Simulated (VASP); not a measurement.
Here is a VASP 6.6.1 calculation.

File INCAR:

```
PREC = Accurate
ENCUT = 520
EDIFF = 1E-6
ISMEAR = -1
SIGMA = 0.05
LREAL = False
LASPH = True
NELM = 150
ALGO = Normal
ISIF = 2
LWAVE = False
LCHARG = True
ISPIN = 2
MAGMOM = 4 0 0 0 0
LORBIT = 11
LMAXMIX = 4
GGA = PS
LELF = True
LVHAR = True
NBANDS = 26
```

Contents of KPOINTS:

```
regular mesh
0
Gamma
  9 9 6
```

POSCAR

```
MnH2O2
1.0
    3.3137416729      0.0000000000      0.0000000000
   -1.6568708364      2.8697844703      0.0000000000
    0.0000000000      0.0000000000      4.5678654445
Mn O H
1 2 2
Direct
    0.0000000000      0.0000000000      0.0000000000
    0.6666666667      0.3333333333      0.7740000000
    0.3333333333      0.6666666667      0.2260000000
    0.6666666667      0.3333333333      0.5540000000
    0.3333333333      0.6666666667      0.4460000000
```

Potentials or basis: VASP PAW PBE potentials, release 64 (Mn_pv, O, H).

Launch:

```sh
$ cat potpaw_PBE.64/Mn_pv/POTCAR potpaw_PBE.64/O/POTCAR potpaw_PBE.64/H/POTCAR > POTCAR
$ mpirun -np 1 vasp_std > vasp.out
```

(1) Estimate the net moment.

(2) Predict the largest force.

(3) Estimate the pressure.

## Answers

(1) 5.00 μB per cell.

(2) 1.175 eV/Å.

(3) -1.8 GPa.

Caveat: the PAW data sets were made with another functional, which shifts forces and pressure a little; a cell with one magnetic atom can't hold antiferromagnetic order, which such compounds often take.
